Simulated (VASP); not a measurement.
Write the native input for VASP 6.6.1 that does the following.

| Item | Value |
| --- | --- |
| Task | single point |
| Functional | PBEsol |
| Potentials or basis | VASP PAW PBE potentials, release 64 (V_sv) |
| Cutoff | 520 eV |
| k mesh | 9 × 9 × 9 |
| Occupations | fermi-dirac, width 0.15 eV |
| Spin | collinear spin, ferromagnetic start |
| Starting moments | [1.5] μB |
| Dipole correction | no |
| Further INCAR settings | ALGO = Normal; EDIFF = 1e-06; NBANDS = 16 |

The structure of V lies in POSCAR:

```
V
1.0
   -1.4729000000      1.4513300000      1.5326000000
    1.4062200000     -1.4451700000      1.4597600000
    1.5623000000      1.5345800000     -1.5264300000
V
1
Direct
    0.0000000000      0.0000000000      0.0000000000
```

The input as run:

INCAR

```
ALGO = Normal
EDIFF = 1E-6
ENCUT = 520
GGA = PS
ISIF = 2
ISMEAR = -1
ISPIN = 2
LASPH = T
LCHARG = F
LMAXMIX = 4
LORBIT = 11
LREAL = F
LWAVE = F
MAGMOM = 1.5
NBANDS = 16
NELM = 150
PREC = Accurate
SIGMA = 0.15
```

KPOINTS

```
k-points
0
Gamma
  9 9 9
```

Potentials or basis: VASP PAW PBE potentials, release 64 (V_sv).

Launch:

```bash
$ cat potpaw_PBE.64/V_sv/POTCAR > POTCAR
$ mpirun -np 1 vasp_std > vasp.out
```

Results of the run:

The pressure is -3.4 GPa and the net moment is 0.00 μB per cell. The valence electrons inside the program's atomic spheres are V 11.70.

Caveat: the cell stands under tension; the PAW data sets were made with another functional, which shifts forces and pressure a little.

Wall time 54 s on 1 thread of AMD EPYC 9R45 96-Core Processor (Zen 5), on a shared host, peak memory 0.19 GiB.
